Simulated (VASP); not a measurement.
# GaN (F-43m) in VASP: a series of runs

The runs below take GaN through single point, relaxation of cell and atoms, with PBEsol, r2SCAN+rVV10.

Program: VASP 6.6.1. These are calculated values, not measurements. Logs are shortened: lines on timing, memory, paths and dates and some standing lists are left out, and cuts for length are marked.

### Step 1. The cell of the first run

The structure is cubic, space group F-43m (No. 216). The conventional cell has a = 4.498 Å, b = 4.498 Å, c = 4.498 Å, α = 90.00°, β = 90.00°, γ = 90.00°. Within 2.6 Å of Ga (site symmetry -43m) lie 4 N at 1.95 Å. Within 2.6 Å of N (site symmetry -43m) lie 4 Ga at 1.95 Å.

### Step 2. Single point, PBEsol

File INCAR:

```
PREC = Accurate
ENCUT = 520
EDIFF = 1E-7
ISMEAR = -1
SIGMA = 0.03
LREAL = False
LASPH = True
NELM = 80
ALGO = Normal
ISIF = 2
LWAVE = False
LCHARG = False
GGA = PS
NBANDS = 16
```

File KPOINTS:

```
regular mesh
0
Gamma
  8 8 8
```

File POSCAR:

```
GaN
1.0
    0.0000000000      2.2490896856      2.2490896856
    2.2490896856      0.0000000000      2.2490896856
    2.2490896856      2.2490896856      0.0000000000
Ga N
1 1
Direct
    0.0000000000      0.0000000000      0.0000000000
    0.7500000000      0.7500000000      0.7500000000
```

Potentials or basis: VASP PAW PBE potentials, release 64 (Ga_d, N).

Command:

```
$ cat potpaw_PBE.64/Ga_d/POTCAR potpaw_PBE.64/N/POTCAR > POTCAR
$ mpirun -np 1 vasp_std > vasp.out
```

OUTCAR:

```text
PREC = Accurate
   ENCUT = 520
   EDIFF = 1E-7
   ISMEAR = -1
   LREAL = False
   LASPH = True
   NELM = 80
   ISIF = 2
   GGA = PS

 ion  position               nearest neighbor table
   1  0.000  0.000  0.000-   2 1.95   2 1.95   2 1.95   2 1.95
   2  0.750  0.750  0.750-   1 1.95   1 1.95   1 1.95   1 1.95

  LATTYP: Found a face centered cubic cell.
 ALAT       =     4.4981793712

  Lattice vectors:

 A1 = (   0.0000000000,   2.2490896856,   2.2490896856)
 A2 = (   2.2490896856,   0.0000000000,   2.2490896856)
 A3 = (   2.2490896856,   2.2490896856,   0.0000000000)

Analysis of symmetry for initial positions (statically):
=====================================================================
 Subroutine PRICEL returns:
 Original cell was already a primitive cell.

 Routine SETGRP: Setting up the symmetry group for a
 face centered cubic supercell.

 Subroutine GETGRP returns: Found 24 space group operations
 (whereof 24 operations were pure point group operations)
 out of a pool of 48 trial point group operations.

The static configuration has the point symmetry T_d .

Analysis of symmetry for dynamics (positions and initial velocities):
=====================================================================
 Subroutine PRICEL returns:
 Original cell was already a primitive cell.

 Routine SETGRP: Setting up the symmetry group for a
 face centered cubic supercell.

 Subroutine GETGRP returns: Found 24 space group operations
 (whereof 24 operations were pure point group operations)
 out of a pool of 48 trial point group operations.

The dynamic configuration has the point symmetry T_d .

 Subroutine INISYM returns: Found 24 space group operations
 (whereof 24 operations are pure point group operations),
 and found     1 'primitive' translations

----------------------------------------------------------------------------------------

                                     Primitive cell

  volume of cell :      22.7536

  direct lattice vectors                    reciprocal lattice vectors
     0.000000000  2.249089686  2.249089686    -0.222312166  0.222312166  0.222312166
     2.249089686  0.000000000  2.249089686     0.222312166 -0.222312166  0.222312166
     2.249089686  2.249089686  0.000000000     0.222312166  0.222312166 -0.222312166

  length of vectors
     3.180693136  3.180693136  3.180693136     0.385055967  0.385055967  0.385055967

  position of ions in fractional coordinates (direct lattice)
     0.000000000  0.000000000  0.000000000
     0.750000000  0.750000000  0.750000000

  ion indices of the primitive-cell ions
   primitive index   ion index
                 1           1
                 2           2

----------------------------------------------------------------------------------------

 KPOINTS: regular mesh

Automatic generation of k-mesh.
 Grid dimensions read from file:
 generate k-points for:    8    8    8

 Generating k-lattice:

  Cartesian coordinates                     Fractional coordinates (reciprocal lattice)
    -0.027789021  0.027789021  0.027789021     0.125000000  0.000000000  0.000000000
     0.027789021 -0.027789021  0.027789021     0.000000000  0.125000000  0.000000000
     0.027789021  0.027789021 -0.027789021     0.000000000  0.000000000  0.125000000

  Length of vectors
     0.048131996  0.048131996  0.048131996

  Shift w.r.t. Gamma in fractional coordinates (k-lattice)
     0.000000000  0.000000000  0.000000000

 Subroutine IBZKPT returns following result:
 ===========================================

 Found     29 irreducible k-points:

 Following reciprocal coordinates:
            Coordinates               Weight
  0.000000  0.000000  0.000000      1.000000
  0.125000  0.000000  0.000000      8.000000
  0.250000  0.000000  0.000000      8.000000
  0.375000  0.000000  0.000000      8.000000
  0.500000  0.000000  0.000000      4.000000
  0.125000  0.125000  0.000000      6.000000
[... 16 lines left out ...]
  0.500000  0.250000  0.125000     48.000000
 -0.375000  0.250000  0.125000     24.000000
 [... further k-points ...]
   k-points           NKPTS =     29   k-points in BZ     NKDIM =     29   number of bands    NBANDS=     16
   number of dos      NEDOS =    301   number of ions     NIONS =      2
   total plane-waves  NPLWV =  13824
   dimension x,y,z NGX =    24 NGY =   24 NGZ =   24
   dimension x,y,z NGXF=    48 NGYF=   48 NGZF=   48
   ions per type =               1   1
   NGX,Y,Z   is equivalent  to a cutoff of  12.54, 12.54, 12.54 a.u.
   NGXF,Y,Z  is equivalent  to a cutoff of  25.09, 25.09, 25.09 a.u.
 SYSTEM =  unknown system
   PREC   = accura    normal or accurate (medium, high low for compatibility)
   ISTART =      0    job   : 0-new  1-cont  2-samecut
   ICHARG =      2    charge: 1-file 2-atom 10-const
   ISPIN  =      1    spin polarized calculation?
   LNONCOLLINEAR =      F non collinear calculations
   LSORBIT =      F    spin-orbit coupling
   LASPH  =      T    aspherical Exc in radial PAW
   ENCUT  =  520.0 eV  38.22 Ry    6.18 a.u.   5.91  5.91  5.91*2*pi/ulx,y,z
   NELM   =     80;   NELMIN=  2; NELMDL= -5     # of ELM steps
   EDIFF  = 0.1E-06   stopping-criterion for ELM
   LREAL  =      F    real-space projection
   EDIFFG = 0.1E-05   stopping-criterion for IOM
   NSW    =      0    number of steps for IOM
   IBRION =     -1    ionic relax: 0-MD 1-quasi-New 2-CG
   NFREE  =      0    steps in history (QN), initial steepest desc. (CG)
   ISIF   =      2    stress and relaxation
   ISYM   =      2    0-nonsym 1-usesym 2-fastsym
   POTIM  = 0.5000    time-step for ionic-motion
   TEBEG  =    0.0;   TEEND  =   0.0 temperature during run
   PSTRESS=    0.0 pullay stress
   NELECT =      18.0000    total number of electrons
   NUPDOWN=      -1.0000    fix difference up-down
   EMIN   =  10.00;   EMAX   =-10.00  energy-range for DOS
   EFERMI =   0.00;   METHOD = LEGACY
   ISMEAR =    -1;   SIGMA  =   0.03  broadening in eV -4-tet -1-fermi 0-gaus
   EFERMI_NEDOS =   21; number of points for ismear=-14 and -15
   IALGO  =     38    algorithm
   IMIX   =      4    mixing-type and parameters
     AMIX     =   0.40;   BMIX     =  1.00
     AMIX_MAG =   1.60;   BMIX_MAG =  1.00
  volume/ion in A,a.u.               =      11.38        76.77
  Fermi-wavevector in a.u.,A,eV,Ry     =   1.514080  2.861197 31.190526  2.292439
  Thomas-Fermi vector in A             =   2.623786
   LORBIT       =      0    0 simple, 1 ext, 2 COOP (PROOUT), +10 PAW based schemes
   GGA     = PS    functional components
   LHFCALC =     F    Hartree Fock is set to
   AEXX    =    0.0000 exact exchange contribution
   IVDW    =     0    specifies the selected vdW correction
   LEPSILON=     F    determine dielectric tensor
   LRPA    =     F    only Hartree local field effects (RPA)
 non-spin polarized calculation
  energy-cutoff  :      520.00
  volume of cell :       22.75
 maximum number of plane-waves:       620
   NGX = 11   NGY = 11   NGZ = 11

 number of electron      18.0000008 magnetization

 Free energy of the ion-electron system (eV)
  ---------------------------------------------------
  ext. energy  EPLUGINS =         0.00000000
  ---------------------------------------------------
  free energy    TOTEN  =       -13.12206830 eV

  energy without entropy =      -13.12206830  energy(sigma->0) =      -13.12206830

 E-fermi :   5.8063     XC(G=0): -11.9334

 val. band max:        5.2141844393   @ k =   0.0000   0.0000   0.0000
 cond. band min:       6.9344846734   @ k =   0.0000   0.0000   0.0000
 fundamental gap:      1.7203002341
 Fermi energy:         5.8062700509

 k-point     1 :       0.0000    0.0000    0.0000
  band No.  band energies     occupation
      1     -10.7687      2.00000
      2      -8.1947      2.00000
      3      -8.1947      2.00000
      4      -8.1947      2.00000
      5      -7.8636      2.00000
      6      -7.8636      2.00000
[... 8 lines left out ...]
     15      23.9501      0.00000
     16      23.9501      0.00000

 k-point     2 :       0.1250    0.0000    0.0000
  band No.  band energies     occupation
      1     -10.5940      2.00000
      2      -8.1734      2.00000
      3      -8.1734      2.00000
      4      -8.1333      2.00000
      5      -7.8654      2.00000
      6      -7.8654      2.00000
[... 8 lines left out ...]
     15      22.3772      0.00000
     16      22.3772      0.00000

 k-point     3 :       0.2500    0.0000    0.0000
  band No.  band energies     occupation
      1     -10.1997      2.00000
      2      -8.1318      2.00000
      3      -8.1318      2.00000
      4      -7.8589      2.00000
      5      -7.8589      2.00000
      6      -7.8391      2.00000
[... 8 lines left out ...]
     15      21.9949      0.00000
     16      21.9949      0.00000

 k-point     4 :       0.3750    0.0000    0.0000
  band No.  band energies     occupation
      1      -9.8959      2.00000
      2      -8.1084      2.00000
      3      -8.1084      2.00000
      4      -7.8324      2.00000
      5      -7.8324      2.00000
      6      -7.1473      2.00000
[... 8 lines left out ...]
     15      23.4203      0.00000
     16      23.4203      0.00000

 k-point     5 :       0.5000    0.0000    0.0000
  band No.  band energies     occupation
      1      -9.8070      2.00000
      2      -8.1044      2.00000
      3      -8.1044      2.00000
      4      -7.8153      2.00000
      5      -7.8153      2.00000
      6      -6.6126      2.00000
[... 8 lines left out ...]
     15      24.8186      0.00000
     16      24.8186      0.00000

 k-point     6 :       0.1250    0.1250    0.0000
  band No.  band energies     occupation
      1     -10.5369      2.00000
      2      -8.1536      2.00000
      3      -8.1536      2.00000
      4      -8.1402      2.00000
      5      -7.8780      2.00000
      6      -7.8520      2.00000
[... 8 lines left out ...]
     15      24.7734      0.00000
     16      25.0466      0.00000

 k-point     7 :       0.2500    0.1250    0.0000
  band No.  band energies     occupation
      1     -10.2197      2.00000
      2      -8.1270      2.00000
      3      -8.1073      2.00000
      4      -7.9809      2.00000
      5      -7.8396      2.00000
      6      -7.8266      2.00000
[... 8 lines left out ...]
     15      23.9381      0.00000
     16      24.2288      0.00000

 k-point     8 :       0.3750    0.1250    0.0000
  band No.  band energies     occupation
      1      -9.9036      2.00000
      2      -8.1048      2.00000
      3      -8.0761      2.00000
      4      -7.9057      2.00000
      5      -7.8200      2.00000
      6      -7.2845      2.00000
[... 8 lines left out ...]
     15      23.3140      0.00000
     16      24.7997      0.00000

 k-point     9 :       0.5000    0.1250    0.0000
  band No.  band energies     occupation
      1      -9.7716      2.00000
      2      -8.1011      2.00000
      3      -8.0707      2.00000
      4      -7.8590      2.00000
      5      -7.8137      2.00000
      6      -6.5710      2.00000
[... 8 lines left out ...]
     15      23.8344      0.00000
     16      25.1899      0.00000
[... 172 lines left out ...]
 k-point    19 :       0.5000    0.3750    0.0000
  band No.  band energies     occupation
      1      -9.6415      2.00000
      2      -8.0890      2.00000
      3      -7.9193      2.00000
      4      -7.9089      2.00000
      5      -7.7957      2.00000
      6      -6.2837      2.00000
[... 8 lines left out ...]
     15      27.5354      0.00000
     16      28.4177      0.00000

 k-point    20 :      -0.3750    0.3750    0.0000
  band No.  band energies     occupation
      1      -9.6356      2.00000
      2      -8.0777      2.00000
      3      -7.9302      2.00000
      4      -7.9287      2.00000
      5      -7.8239      2.00000
      6      -6.0086      2.00000
[... 8 lines left out ...]
     15      25.7437      0.00000
     16      28.1615      0.00000

 k-point    21 :       0.5000    0.5000    0.0000
  band No.  band energies     occupation
      1      -9.6241      2.00000
      2      -8.1118      2.00000
      3      -7.8808      2.00000
      4      -7.8808      2.00000
      5      -7.7843      2.00000
      6      -6.1855      2.00000
[... 8 lines left out ...]
     15      26.9957      0.00000
     16      29.8173      0.00000

 k-point    22 :       0.3750    0.2500    0.1250
  band No.  band energies     occupation
      1      -9.9528      2.00000
      2      -8.0880      2.00000
      3      -8.0678      2.00000
      4      -7.9504      2.00000
      5      -7.8353      2.00000
      6      -7.4783      2.00000
[... 8 lines left out ...]
     15      24.2581      0.00000
     16      26.4793      0.00000

 k-point    23 :       0.5000    0.2500    0.1250
  band No.  band energies     occupation
      1      -9.7598      2.00000
      2      -8.0822      2.00000
      3      -8.0358      2.00000
      4      -7.9136      2.00000
      5      -7.8283      2.00000
      6      -6.7700      2.00000
[... 8 lines left out ...]
     15      24.3475      0.00000
     16      26.2849      0.00000

 k-point    24 :      -0.3750    0.2500    0.1250
  band No.  band energies     occupation
      1      -9.7026      2.00000
      2      -8.0881      2.00000
      3      -8.0235      2.00000
      4      -7.8854      2.00000
      5      -7.8300      2.00000
      6      -6.2957      2.00000
[... 8 lines left out ...]
     15      23.9261      0.00000
     16      26.2135      0.00000

 [... further k-points ...]
[... 5 lines left out ...]
  --------------------------------------------------------------------------------------
  -------------------------------------------------------------------------------------
  Total       -0.0339172     -0.0339172     -0.0339172      0.0000000      0.0000000      0.0000000
  in kB       -2.3882506     -2.3882506     -2.3882506      0.0000000      0.0000000      0.0000000
  external PRESSURE =      -2.3882506 kB  Pullay stress =       0.0000000 kB

 VOLUME and BASIS-vectors are now :
 -----------------------------------------------------------------------------
  energy-cutoff  :      520.00
  volume of cell :       22.75
      direct lattice vectors                 reciprocal lattice vectors
     0.000000000  2.249089686  2.249089686    -0.222312166  0.222312166  0.222312166
     2.249089686  0.000000000  2.249089686     0.222312166 -0.222312166  0.222312166
     2.249089686  2.249089686  0.000000000     0.222312166  0.222312166 -0.222312166

 POSITION                                       TOTAL-FORCE (eV/Angst)
 -----------------------------------------------------------------------------------
      0.00000      0.00000      0.00000         0.000000      0.000000      0.000000
      3.37363      3.37363      3.37363        -0.000000     -0.000000     -0.000000
 -----------------------------------------------------------------------------------
    total drift:                               -0.000001     -0.000001     -0.000001

  FREE ENERGIE OF THE ION-ELECTRON SYSTEM (eV)
  ---------------------------------------------------
  free  energy   TOTEN  =       -13.1220682961 eV

  energy  without entropy=      -13.1220682961  energy(sigma->0) =      -13.12206830
```

Wall time 6.4 s (1 thread of Intel Xeon Platinum 8488C (Sapphire Rapids), shared host); peak memory 0.14 GiB.

Results:

- Free energy: -13.1221 eV
- Pressure: -0.2 GPa
- Band gap on the k mesh: 1.72 eV, direct

Levels at points of the mesh, in eV from the valence-band top:
```
           k point  band 5  band 6  band 7  band 8  band 9  band 10  band 11  band 12  band 13  band 14
(0.00, 0.00, 0.00)  -13.08  -13.08    0.00    0.00    0.00     1.72    10.24    10.24    10.24    17.46
(0.50, 0.00, 0.00)  -13.03  -11.83   -7.15   -0.99   -0.99     4.60     8.66    10.29    10.29    15.48
(0.50, 0.50, 0.00)  -13.00  -11.40   -6.20   -2.75   -2.75     3.23     6.60    11.62    13.94    13.94
```

Caveat: the PAW data sets were made with another functional, which shifts forces and pressure a little.

### Step 3. Single point, r2SCAN+rVV10

This run uses another cell than the first one, of 11.30 Å³/atom, 0.994 times its volume.

File POSCAR:

```
GaN
1.0
    0.0000000000      2.2442111233      2.2442111233
    2.2442111233      0.0000000000      2.2442111233
    2.2442111233      2.2442111233      0.0000000000
Ga N
1 1
Direct
    0.0000000000      0.0000000000      0.0000000000
    0.7500000000      0.7500000000      0.7500000000
```

File INCAR.step1:

```
SYSTEM = GaN
PREC = Accurate ; ENCUT = 520
ISMEAR = -1 ; SIGMA = 0.03
LREAL = .FALSE. ; LASPH = .TRUE.
NELM = 60 ; NBANDS = 16
GGA = PE ; ALGO = Normal
EDIFF = 1E-4 ; LWAVE = .TRUE.
LCHARG = .FALSE.
```

File INCAR.step2:

```
SYSTEM = GaN
PREC = Accurate ; ENCUT = 520
EDIFF = 1E-6 ; ISMEAR = -1
SIGMA = 0.03 ; LREAL = .FALSE.
LASPH = .TRUE. ; NELM = 60
ALGO = Normal ; ISIF = 2
LWAVE = .FALSE. ; LCHARG = .FALSE.
METAGGA = R2SCAN ; LMIXTAU = .TRUE.
LUSE_VDW = .TRUE. ; IVDW_NL = 2
BPARAM = 11.95 ; CPARAM = 0.0093
NBANDS = 16 ; ISTART = 1
```

File KPOINTS:

```
Automatic mesh
0
G
  8 8 8
  0 0 0
```

Potentials or basis: VASP PAW PBE potentials, release 64 (Ga_d, N).

Command:

```
$ cat potpaw_PBE.64/Ga_d/POTCAR potpaw_PBE.64/N/POTCAR > POTCAR
$ cp INCAR.step1 INCAR
$ mpirun -np 1 vasp_std > vasp.out
$ cp INCAR.step2 INCAR
$ mpirun -np 1 vasp_std > vasp.out
```

Run time: 32 s. Hardware: 1 thread of Intel Xeon Platinum 8488C (Sapphire Rapids), shared host; peak memory 0.21 GiB.

Results (log left out):

- Free energy: -21.4007 eV
- Pressure: 1.2 GPa
- Band gap on the k mesh: 2.17 eV, direct

Levels at points of the mesh, in eV from the valence-band top:
```
           k point  band 7  band 8  band 9  band 10  band 11  band 12
(0.00, 0.00, 0.00)    0.00    0.00    0.00     2.17    11.07    11.07
(0.50, 0.00, 0.00)   -7.26   -1.01   -1.01     5.22     9.47    11.04
(0.50, 0.50, 0.00)   -6.28   -2.83   -2.83     3.72     7.29    12.63
```

Caveat: the PAW data sets were made with another functional, which shifts forces and pressure a little.

### Step 4. Single point, r2SCAN+rVV10

This run uses another cell than the first one, of 11.30 Å³/atom, 0.994 times its volume.

POSCAR is that of step 3.

File INCAR.step1:

```
  ALGO = Normal
  EDIFF = 1E-4
  ENCUT = 520
  GGA = PE
  ISMEAR = -1
  LASPH = T
  LCHARG = F
  LREAL = F
  LWAVE = T
  NBANDS = 16
  NELM = 60
  PREC = Accurate
  SIGMA = 0.03
```

File INCAR.step2:

```
  ALGO = Normal
  BPARAM = 11.95
  CPARAM = 0.0093
  EDIFF = 1E-7
  ENCUT = 520
  ISIF = 2
  ISMEAR = -1
  ISTART = 1
  IVDW_NL = 2
  LASPH = T
  LCHARG = F
  LMIXTAU = T
  LREAL = F
  LUSE_VDW = T
  LWAVE = F
  METAGGA = R2SCAN
  NBANDS = 16
  NELM = 60
  PREC = Accurate
  SIGMA = 0.03
```

File KPOINTS:

```
k-points
0
Gamma
  10 10 10
```

Command:

```
$ cat potpaw_PBE.64/Ga_d/POTCAR potpaw_PBE.64/N/POTCAR > POTCAR
$ cp INCAR.step1 INCAR
$ mpirun -np 1 vasp_std > vasp.out
$ cp INCAR.step2 INCAR
$ mpirun -np 1 vasp_std > vasp.out
```

Run time: 50 s. Hardware: 1 thread of Intel Xeon Platinum 8488C (Sapphire Rapids), shared host; peak memory 0.22 GiB.

It converged, with:

| Quantity | Value |
| --- | --- |
| Free energy | -21.4010 eV |
| Pressure | 1.0 GPa |
| Band gap on the k mesh | 2.17 eV, direct |

Levels at points of the mesh, in eV from the valence-band top:
```csv
k point,band 7,band 8,band 9,band 10,band 11,band 12
"(0.00, 0.00, 0.00)",0.00,0.00,0.00,2.17,11.07,11.07
"(0.50, 0.00, 0.00)",-7.26,-1.01,-1.01,5.22,9.47,11.04
"(0.50, 0.50, 0.00)",-6.28,-2.83,-2.83,3.72,7.29,12.63
```

Caveat: the PAW data sets were made with another functional, which shifts forces and pressure a little.

(Continued in part 2 of 2.)
